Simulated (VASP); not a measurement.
# Sr2SO (P4/mmm) in VASP: further runs

Sr2SO is run at these levels: PBE; tasks: single point.

Program: VASP 6.6.1. These are calculated values, not measurements. Logs are shortened: lines on timing, memory, paths and dates and some standing lists are left out, and cuts for length are marked.

## Step 1: The cell of the first run

The structure is tetragonal, space group P4/mmm (No. 123). Conventional cell: a = 3.994 Å, b = 3.994 Å, c = 5.655 Å, α = 90.00°, β = 90.00°, γ = 90.00°. Within 3.7 Å of Sr (site symmetry 4/mmm) lie 4 S at 2.82 Å and 2 O at 2.83 Å. Sr (site symmetry 4/mmm) has 4 O at 2.82 Å and 2 S at 2.83 Å within 3.7 Å. S (site symmetry 4/mmm) has 6 Sr at 2.82 to 2.83 Å within 3.7 Å. Within 3.7 Å of O (site symmetry 4/mmm) lie 6 Sr at 2.82 to 2.83 Å.

## Step 2: Single point, PBE

Input file INCAR:

```
ALGO = Normal ; EDIFF = 1E-7
ENCUT = 520 ; GGA = PE
ISIF = 2 ; ISMEAR = -1
LASPH = True ; LCHARG = False
LREAL = False ; LWAVE = False
NBANDS = 24 ; NELM = 60
PREC = Accurate ; SIGMA = 0.05
```

Input file KPOINTS:

```
k-points
0
Gamma
  7 7 5
```

Input file POSCAR:

```
Sr2SO
1.0
    3.9939401734      0.0000000000      0.0000000000
    0.0000000000      3.9939401734      0.0000000000
    0.0000000000      0.0000000000      5.6546460975
Sr S O
2 1 1
Direct
    0.5000000000      0.5000000000      0.5000000000
    0.0000000000      0.0000000000      0.0000000000
    0.0000000000      0.0000000000      0.5000000000
    0.5000000000      0.5000000000      0.0000000000
```

Potentials or basis: VASP PAW PBE potentials, release 64 (Sr_sv, S, O).

Started as:

```sh
cat potpaw_PBE.64/Sr_sv/POTCAR potpaw_PBE.64/S/POTCAR potpaw_PBE.64/O/POTCAR > POTCAR
mpirun -np 1 vasp_std > vasp.out
```

OUTCAR:

```text
EDIFF = 1E-7
   ENCUT = 520
   GGA = PE
   ISIF = 2
   ISMEAR = -1
   LASPH = True
   LREAL = False
   NELM = 60
   PREC = Accurate

 ion  position               nearest neighbor table
   1  0.500  0.500  0.500-   3 2.82   3 2.82   3 2.82   3 2.82   4 2.83   4 2.83   2 4.00   2 4.00
                             2 4.00   2 4.00   2 4.00   2 4.00   2 4.00   2 4.00
   2  0.000  0.000  0.000-   4 2.82   4 2.82   4 2.82   4 2.82   3 2.83   3 2.83   1 4.00   1 4.00
                             1 4.00   1 4.00   1 4.00   1 4.00   1 4.00   1 4.00
   3  0.000  0.000  0.500-   1 2.82   1 2.82   1 2.82   1 2.82   2 2.83   2 2.83
   4  0.500  0.500  0.000-   2 2.82   2 2.82   2 2.82   2 2.82   1 2.83   1 2.83

  LATTYP: Found a simple tetragonal cell.
 ALAT       =     3.9939401734
 C/A-ratio  =     1.4158064097

  Lattice vectors:

 A1 = (   3.9939401734,   0.0000000000,   0.0000000000)
 A2 = (   0.0000000000,   3.9939401734,   0.0000000000)
 A3 = (   0.0000000000,   0.0000000000,   5.6546460975)

Analysis of symmetry for initial positions (statically):
=====================================================================
 Subroutine PRICEL returns:
 Original cell was already a primitive cell.

 Routine SETGRP: Setting up the symmetry group for a
 simple tetragonal supercell.

 Subroutine GETGRP returns: Found 16 space group operations
 (whereof 16 operations were pure point group operations)
 out of a pool of 16 trial point group operations.

The static configuration has the point symmetry D_4h.

Analysis of symmetry for dynamics (positions and initial velocities):
=====================================================================
 Subroutine PRICEL returns:
 Original cell was already a primitive cell.

 Routine SETGRP: Setting up the symmetry group for a
 simple tetragonal supercell.

 Subroutine GETGRP returns: Found 16 space group operations
 (whereof 16 operations were pure point group operations)
 out of a pool of 16 trial point group operations.

The dynamic configuration has the point symmetry D_4h.

 Subroutine INISYM returns: Found 16 space group operations
 (whereof 16 operations are pure point group operations),
 and found     1 'primitive' translations

----------------------------------------------------------------------------------------

                                     Primitive cell

  volume of cell :      90.2004

  direct lattice vectors                    reciprocal lattice vectors
     3.993940173  0.000000000  0.000000000     0.250379314  0.000000000  0.000000000
     0.000000000  3.993940173  0.000000000     0.000000000  0.250379314  0.000000000
     0.000000000  0.000000000  5.654646097     0.000000000  0.000000000  0.176845727

  length of vectors
     3.993940173  3.993940173  5.654646097     0.250379314  0.250379314  0.176845727

  position of ions in fractional coordinates (direct lattice)
     0.500000000  0.500000000  0.500000000
     0.000000000  0.000000000  0.000000000
     0.000000000  0.000000000  0.500000000
     0.500000000  0.500000000  0.000000000

  ion indices of the primitive-cell ions
   primitive index   ion index
                 1           1
                 2           2
                 3           3
                 4           4

----------------------------------------------------------------------------------------

 KPOINTS: k-points

Automatic generation of k-mesh.
 Grid dimensions read from file:
 generate k-points for:    7    7    5

 Generating k-lattice:

  Cartesian coordinates                     Fractional coordinates (reciprocal lattice)
     0.035768473  0.000000000  0.000000000     0.142857143  0.000000000  0.000000000
     0.000000000  0.035768473  0.000000000     0.000000000  0.142857143  0.000000000
     0.000000000  0.000000000  0.035369145     0.000000000  0.000000000  0.200000000

  Length of vectors
     0.035768473  0.035768473  0.035369145

  Shift w.r.t. Gamma in fractional coordinates (k-lattice)
     0.000000000  0.000000000  0.000000000

 Subroutine IBZKPT returns following result:
 ===========================================

 Found     30 irreducible k-points:

 Following reciprocal coordinates:
            Coordinates               Weight
  0.000000  0.000000  0.000000      1.000000
  0.142857  0.000000  0.000000      4.000000
  0.285714  0.000000  0.000000      4.000000
  0.428571  0.000000  0.000000      4.000000
  0.142857  0.142857  0.000000      4.000000
  0.285714  0.142857  0.000000      8.000000
[... 16 lines left out ...]
  0.285714  0.000000  0.400000      8.000000
  0.428571  0.000000  0.400000      8.000000
 [... further k-points ...]
   k-points           NKPTS =     30   k-points in BZ     NKDIM =     30   number of bands    NBANDS=     24
   number of dos      NEDOS =    301   number of ions     NIONS =      4
   total plane-waves  NPLWV =  37800
   dimension x,y,z NGX =    30 NGY =   30 NGZ =   42
   dimension x,y,z NGXF=    60 NGYF=   60 NGZF=   84
   ions per type =               2   1   1
   NGX,Y,Z   is equivalent  to a cutoff of  12.49, 12.49, 12.35 a.u.
   NGXF,Y,Z  is equivalent  to a cutoff of  24.97, 24.97, 24.70 a.u.
 SYSTEM =  unknown system
   PREC   = accura    normal or accurate (medium, high low for compatibility)
   ISTART =      0    job   : 0-new  1-cont  2-samecut
   ICHARG =      2    charge: 1-file 2-atom 10-const
   ISPIN  =      1    spin polarized calculation?
   LNONCOLLINEAR =      F non collinear calculations
   LSORBIT =      F    spin-orbit coupling
   LASPH  =      T    aspherical Exc in radial PAW
   ENCUT  =  520.0 eV  38.22 Ry    6.18 a.u.   7.43  7.43 10.51*2*pi/ulx,y,z
   NELM   =     60;   NELMIN=  2; NELMDL= -5     # of ELM steps
   EDIFF  = 0.1E-06   stopping-criterion for ELM
   LREAL  =      F    real-space projection
   EDIFFG = 0.1E-05   stopping-criterion for IOM
   NSW    =      0    number of steps for IOM
   IBRION =     -1    ionic relax: 0-MD 1-quasi-New 2-CG
   NFREE  =      0    steps in history (QN), initial steepest desc. (CG)
   ISIF   =      2    stress and relaxation
   ISYM   =      2    0-nonsym 1-usesym 2-fastsym
   POTIM  = 0.5000    time-step for ionic-motion
   TEBEG  =    0.0;   TEEND  =   0.0 temperature during run
   PSTRESS=    0.0 pullay stress
   NELECT =      32.0000    total number of electrons
   NUPDOWN=      -1.0000    fix difference up-down
   EMIN   =  10.00;   EMAX   =-10.00  energy-range for DOS
   EFERMI =   0.00;   METHOD = LEGACY
   ISMEAR =    -1;   SIGMA  =   0.05  broadening in eV -4-tet -1-fermi 0-gaus
   EFERMI_NEDOS =   21; number of points for ismear=-14 and -15
   IALGO  =     38    algorithm
   IMIX   =      4    mixing-type and parameters
     AMIX     =   0.40;   BMIX     =  1.00
     AMIX_MAG =   1.60;   BMIX_MAG =  1.00
  volume/ion in A,a.u.               =      22.55       152.18
  Fermi-wavevector in a.u.,A,eV,Ry     =   1.158925  2.190051 18.274080  1.343107
  Thomas-Fermi vector in A             =   2.295522
   LORBIT       =      0    0 simple, 1 ext, 2 COOP (PROOUT), +10 PAW based schemes
   GGA     = PE    functional components
   LHFCALC =     F    Hartree Fock is set to
   AEXX    =    0.0000 exact exchange contribution
   IVDW    =     0    specifies the selected vdW correction
   LEPSILON=     F    determine dielectric tensor
   LRPA    =     F    only Hartree local field effects (RPA)
 non-spin polarized calculation
  energy-cutoff  :      520.00
  volume of cell :       90.20
 maximum number of plane-waves:      2477
 NGX is ok and might be reduce to    30
   NGX = 15   NGY = 15   NGZ = 21

 number of electron      31.9999994 magnetization

 Free energy of the ion-electron system (eV)
  ---------------------------------------------------
  ext. energy  EPLUGINS =         0.00000000
  ---------------------------------------------------
  free energy    TOTEN  =       -21.20006354 eV

  energy without entropy =      -21.20006354  energy(sigma->0) =      -21.20006354

 E-fermi :   3.0228     XC(G=0):  -9.2791

 val. band max:        1.9968106065   @ k =   0.0000   0.0000   0.0000
 cond. band min:       4.1567787725   @ k =   0.0000   0.0000   0.0000
 fundamental gap:      2.1599681660
 Fermi energy:         3.0227936328

 k-point     1 :       0.0000    0.0000    0.0000
  band No.  band energies     occupation
      1     -31.3880      2.00000
      2     -31.3027      2.00000
      3     -13.7403      2.00000
      4     -13.4516      2.00000
      5     -13.4516      2.00000
      6     -13.2425      2.00000
[... 16 lines left out ...]
     23       7.5405      0.00000
     24       9.2242      0.00000

 k-point     2 :       0.1429    0.0000    0.0000
  band No.  band energies     occupation
      1     -31.3838      2.00000
      2     -31.3013      2.00000
      3     -13.7186      2.00000
      4     -13.5656      2.00000
      5     -13.4356      2.00000
      6     -13.4335      2.00000
[... 16 lines left out ...]
     23       8.1043      0.00000
     24       9.6150      0.00000

 k-point     3 :       0.2857    0.0000    0.0000
  band No.  band energies     occupation
      1     -31.3742      2.00000
      2     -31.2986      2.00000
      3     -13.7852      2.00000
      4     -13.7178      2.00000
      5     -13.6638      2.00000
      6     -13.3965      2.00000
[... 16 lines left out ...]
     23       8.7025      0.00000
     24       9.5670      0.00000

 k-point     4 :       0.4286    0.0000    0.0000
  band No.  band energies     occupation
      1     -31.3661      2.00000
      2     -31.2966      2.00000
      3     -13.9275      2.00000
      4     -13.9061      2.00000
      5     -13.6099      2.00000
      6     -13.3593      2.00000
[... 16 lines left out ...]
     23       9.0123      0.00000
     24       9.0592      0.00000

 k-point     5 :       0.1429    0.1429    0.0000
  band No.  band energies     occupation
      1     -31.3799      2.00000
      2     -31.2998      2.00000
      3     -13.6990      2.00000
      4     -13.5714      2.00000
      5     -13.5155      2.00000
      6     -13.5050      2.00000
[... 16 lines left out ...]
     23       8.8144      0.00000
     24       8.9892      0.00000

 k-point     6 :       0.2857    0.1429    0.0000
  band No.  band energies     occupation
      1     -31.3711      2.00000
      2     -31.2964      2.00000
      3     -13.7415      2.00000
      4     -13.7143      2.00000
      5     -13.6503      2.00000
      6     -13.4707      2.00000
[... 16 lines left out ...]
     23       8.5804      0.00000
     24       9.4984      0.00000
[... 379 lines left out ...]
 k-point    21 :       0.0000    0.0000    0.4000
  band No.  band energies     occupation
      1     -31.3785      2.00000
      2     -31.3117      2.00000
      3     -13.7681      2.00000
      4     -13.6162      2.00000
      5     -13.4147      2.00000
      6     -13.4147      2.00000
[... 16 lines left out ...]
     23       7.9802      0.00000
     24       9.4382      0.00000

 k-point    22 :       0.1429    0.0000    0.4000
  band No.  band energies     occupation
      1     -31.3759      2.00000
      2     -31.3088      2.00000
      3     -13.8439      2.00000
      4     -13.7408      2.00000
      5     -13.4247      2.00000
      6     -13.4033      2.00000
[... 16 lines left out ...]
     23       8.2558      0.00000
     24       9.1650      0.00000

 k-point    23 :       0.2857    0.0000    0.4000
  band No.  band energies     occupation
      1     -31.3700      2.00000
      2     -31.3022      2.00000
      3     -14.0169      2.00000
      4     -13.9587      2.00000
      5     -13.4263      2.00000
      6     -13.3771      2.00000
[... 16 lines left out ...]
     23       9.4503      0.00000
     24       9.5390      0.00000

 k-point    24 :       0.4286    0.0000    0.4000
  band No.  band energies     occupation
      1     -31.3652      2.00000
      2     -31.2969      2.00000
      3     -14.1513      2.00000
      4     -14.1030      2.00000
      5     -13.4185      2.00000
      6     -13.3555      2.00000
[... 16 lines left out ...]
     23       9.4277      0.00000
     24       9.8238      0.00000

 [... further k-points ...]
[... 5 lines left out ...]
  --------------------------------------------------------------------------------------
  -------------------------------------------------------------------------------------
  Total        1.2674464      1.2674464      1.2674666      0.0000000     -0.0000000     -0.0000000
  in kB       22.5129099     22.5129099     22.5132688      0.0000000     -0.0000000     -0.0000000
  external PRESSURE =      22.5130295 kB  Pullay stress =       0.0000000 kB

 VOLUME and BASIS-vectors are now :
 -----------------------------------------------------------------------------
  energy-cutoff  :      520.00
  volume of cell :       90.20
      direct lattice vectors                 reciprocal lattice vectors
     3.993940173  0.000000000  0.000000000     0.250379314  0.000000000  0.000000000
     0.000000000  3.993940173  0.000000000     0.000000000  0.250379314  0.000000000
     0.000000000  0.000000000  5.654646097     0.000000000  0.000000000  0.176845727

 POSITION                                       TOTAL-FORCE (eV/Angst)
 -----------------------------------------------------------------------------------
      1.99697      1.99697      2.82732         0.000000      0.000000      0.000000
      0.00000      0.00000      0.00000         0.000000      0.000000      0.000000
      0.00000      0.00000      2.82732         0.000000      0.000000      0.000000
      1.99697      1.99697      0.00000         0.000000      0.000000      0.000000
 -----------------------------------------------------------------------------------
    total drift:                                0.000000      0.000000     -0.000000

  FREE ENERGIE OF THE ION-ELECTRON SYSTEM (eV)
  ---------------------------------------------------
  free  energy   TOTEN  =       -21.2000635435 eV

  energy  without entropy=      -21.2000635434  energy(sigma->0) =      -21.20006354
```

It took 62 s on 1 thread of Intel Xeon Platinum 8488C (Sapphire Rapids), shared host; peak memory 0.22 GiB.

What came out:

| Item | Value |
| --- | --- |
| Free energy | -21.2001 eV |
| Pressure | 2.3 GPa |
| Band gap on the k mesh | 2.16 eV, direct |

A k mesh can miss the band edges.

## Step 3: Single point, PBE

This run uses another cell than the first one, of 23.29 Å³/atom, 1.033 times its volume.

Input file INCAR:

```
PREC = Accurate
ENCUT = 520
EDIFF = 1E-6
ISMEAR = -1
SIGMA = 0.05
LREAL = False
LASPH = True
NELM = 100
ALGO = Normal
ISIF = 2
LWAVE = False
LCHARG = True
GGA = PE
LELF = True
LVHAR = True
NBANDS = 24
```

Input file KPOINTS:

```
Automatic mesh
0
Gamma
  7 7 5
```

Input file POSCAR:

```
Sr2SO
1.0
    4.0372779570      0.0000000000      0.0000000000
    0.0000000000      4.0372779570      0.0000000000
    0.0000000000      0.0000000000      5.7144127741
Sr S O
2 1 1
Direct
    0.5000000000      0.5000000000      0.5000000000
    0.0000000000      0.0000000000      0.0000000000
    0.0000000000      0.0000000000      0.5000000000
    0.5000000000      0.5000000000      0.0000000000
```

Potentials or basis: VASP PAW PBE potentials, release 64 (Sr_sv, S, O).

Started as:

```sh
cat potpaw_PBE.64/Sr_sv/POTCAR potpaw_PBE.64/S/POTCAR potpaw_PBE.64/O/POTCAR > POTCAR
mpirun -np 1 vasp_std > vasp.out
```

It took 61 s on 1 thread of Intel Xeon Platinum 8488C (Sapphire Rapids), shared host; peak memory 0.23 GiB.

Results (log left out):

* Free energy: -21.2233 eV
* Pressure: 0.2 GPa
* Band gap on the k mesh: 2.19 eV, direct

Levels at points of the mesh, in eV from the valence-band top:
| k point | band 13 | band 14 | band 15 | band 16 | band 17 | band 18 | band 19 | band 20 |
| --- | --- | --- | --- | --- | --- | --- | --- | --- |
| (0.00, 0.00, 0.00) | -0.70 | -0.04 | 0.00 | 0.00 | 2.19 | 2.92 | 4.60 | 4.60 |

A k mesh can miss the band edges. PBE gaps usually lie below the measured ones, often by a third to a half.
